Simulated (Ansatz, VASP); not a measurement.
**Two plane-wave programs on TaN**

```
Ta N
1.0
     5.22538    0.00000    0.00000
    -2.61269    4.52531    0.00000
     0.00000    0.00000    2.92726
Ta N
3 3
Cartesian
  0.0000 0.0000 0.0000
  0.0000 3.0169 1.4636
  2.6127 1.5084 1.4636
  2.6127 0.0000 0.0000
  1.3063 2.2627 0.0000
  -1.3063 2.2627 0.0000
```

Alike in both runs: task single point; functional r2SCAN; dispersion D4; k mesh 5 × 5 × 8; occupations fermi-dirac, width 0.05 eV; no spin polarisation.

|  | VASP | Ansatz |
| --- | --- | --- |
| version | VASP 6.6.1 | Ansatz 0.2.0 |
| potentials or method | VASP PAW PBE potentials, release 64 (Ta_pv, N), cutoff 520 eV | plane waves, PAW |
| valence electrons in the cell | 48 | 54 |

Ansatz gave:

```
pressure (GPa)                                                : -3.1
traceless stress, the component that is largest in VASP (GPa) : -2.79
```

Question: Estimate VASP's values.

Answer: Pressure (GPa): -1.5; traceless stress, the component that is largest in VASP (GPa): -2.57.

VASP's potentials were made for PBE, not for r2SCAN. VASP's potentials hold 48 valence electrons a cell and Ansatz's 54, so a difference there can come from the potentials and not from the codes.

Spin-orbit coupling is off throughout.
